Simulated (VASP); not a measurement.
Wanted: the native input for a VASP 6.6.1 run.

```
Task                   : relaxation of cell and atoms
Functional             : PBEsol
Dispersion             : D4
Potentials or basis    : VASP PAW PBE potentials, release 64 (S, Mg)
Cutoff                 : 600 eV
k mesh                 : 9 × 9 × 9
Occupations            : fermi-dirac, width 0.05 eV
Spin                   : no spin polarisation
Dipole correction      : no
Further INCAR settings : ALGO = Normal; EDIFF = 1e-06; IBRION = 2; EDIFFG = -0.01; NSW = 60; ISIF = 3
```

The structure of MgS (Niningerite) lies in POSCAR:

```
MgS
1.0
    0.0000000000      2.6016500000      2.6016500000
    2.6016500000      0.0000000000      2.6016500000
    2.6016500000      2.6016500000      0.0000000000
S Mg
1 1
Direct
    0.5000000000      0.5000000000      0.5000000000
    0.0000000000      0.0000000000      0.0000000000
```

One way to write it, as run:

INCAR

```
PREC = Accurate
ENCUT = 600
EDIFF = 1E-6
ISMEAR = -1
SIGMA = 0.05
LREAL = False
LASPH = True
NELM = 60
ALGO = Normal
ISIF = 3
LWAVE = False
LCHARG = False
GGA = PS
IVDW = 13
IBRION = 2
NSW = 60
EDIFFG = -0.01
```

KPOINTS

```
regular mesh
0
Gamma
  9 9 9
```

Potentials or basis: VASP PAW PBE potentials, release 64 (S, Mg).

The run is started by

```console
$ cat potpaw_PBE.64/S/POTCAR potpaw_PBE.64/Mg/POTCAR > POTCAR
$ mpirun -np 1 vasp_std > vasp.out
```

It gave:

| Item | Value |
| --- | --- |
| Relaxed volume | 17.04 Å³/atom |
| Relaxed cell | a = 3.639 Å, b = 3.639 Å, c = 3.639 Å, α = 60.00°, β = 60.00°, γ = 60.00° |
| Space group after relaxing (to 0.05 Å) | Fm-3m (No. 225) |
| Energy gained by relaxing | 4.7 meV/atom |
| Ionic steps | 3 |
| Pressure after relaxing | 0.0 GPa |
| Band gap on the k mesh | 2.90 eV, indirect (least direct gap 3.86 eV) |
| Dispersion energy per atom | -0.170 eV |

Caveat: the PAW data sets were made with another functional, which shifts forces and pressure a little.

Run time: 52 s on 1 thread of AMD EPYC 7R13, on a shared host, peak memory 0.15 GiB.
